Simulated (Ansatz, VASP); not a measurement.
## One calculation of HfO2, two programs

INCAR

```
  ALGO = Normal
  EDIFF = 1E-7
  ENCUT = 520
  GGA = PE
  ISIF = 2
  ISMEAR = 0
  LASPH = True
  LCHARG = False
  LREAL = False
  LWAVE = False
  NBANDS = 31
  NELM = 60
  PREC = Accurate
  SIGMA = 0.05
```

The input KPOINTS:

```
k-points
0
Gamma
  6 6 8
```

The input POSCAR:

```
HfO2
1.0
    4.9217291452      0.0000000000      0.0000000000
    0.0000000000      4.9217291452      0.0000000000
    0.0000000000      0.0000000000      3.2647640994
Hf O
2 4
Direct
    0.0000000000      0.0000000000      0.0000000000
    0.5000000000      0.5000000000      0.5000000000
    0.1948161092      0.8051838908      0.5000000000
    0.3051838908      0.3051838908      0.0000000000
    0.6948161092      0.6948161092      0.0000000000
    0.8051838908      0.1948161092      0.5000000000
```

Input for Ansatz:

```yaml
crystal:
  lattice:
    - [4.9217291452, 0.0, 0.0]
    - [0.0, 4.9217291452, 0.0]
    - [0.0, 0.0, 3.2647640994]
  atoms:
    - { symbol: Hf, position: [0.0, 0.0, 0.0] }
    - { symbol: Hf, position: [0.5, 0.5, 0.5] }
    - { symbol: O, position: [0.1948161092, 0.8051838908, 0.5] }
    - { symbol: O, position: [0.3051838908, 0.3051838908, 0.0] }
    - { symbol: O, position: [0.6948161092, 0.6948161092, 0.0] }
    - { symbol: O, position: [0.8051838908, 0.1948161092, 0.5] }
basis:
  ecutwfc: 520.0
kpoints:
  mp_grid: { grid: [6, 6, 8] }
hamiltonian:
  xc: pbe
  pseudopotentials: { kind: paw, azcp: { folder: soft_1 } }
scf:
  occupations: { method: gaussian, width: 0.05 }
output:
  forces: true
  stress: true
  eigenvalues: true
```

Change from the starting cell: mode 4 frozen in at +0.000 Å, equal normal strain along x, y and z +0.0083.

Alike in both runs: task single point; functional PBE; k mesh 6 × 6 × 8; occupations gaussian, width 0.05 eV; no spin polarisation.

|  | VASP | Ansatz |
| --- | --- | --- |
| version | VASP 6.6.1 | Ansatz 0.2.0 |
| potentials or method | VASP PAW PBE potentials, release 64 (Hf_pv, O), cutoff 520 eV | scalar-relativistic, plane waves, PAW |
| valence electrons in the cell | 44 | 76 |

VASP gave:

| Item | Value |
| --- | --- |
| gap on the k mesh at the Fermi level (eV) | 3.75 |
| least direct gap on the mesh (eV) | 3.75 |
| pressure (GPa) | -7.7 |
| traceless stress, the component that is largest in VASP (GPa) | -1.42 |
| rms of the force components (eV/Å) | 0.062 |

Q: What did Ansatz give for the same quantities?

A: gap on the k mesh at the Fermi level (eV): 3.81; least direct gap on the mesh (eV): 3.81; pressure (GPa): -5.0; traceless stress, the component that is largest in VASP (GPa): -0.94; rms of the force components (eV/Å): 0.039.

Atom by atom the forces differ by 0.023 eV/Å (rms over components). The functional is the same, so the differences come from potentials, cutoffs and numerics. VASP's potentials hold 44 valence electrons a cell and Ansatz's 76, so a difference there can come from the potentials and not from the codes.

Neither program's run includes spin-orbit coupling.
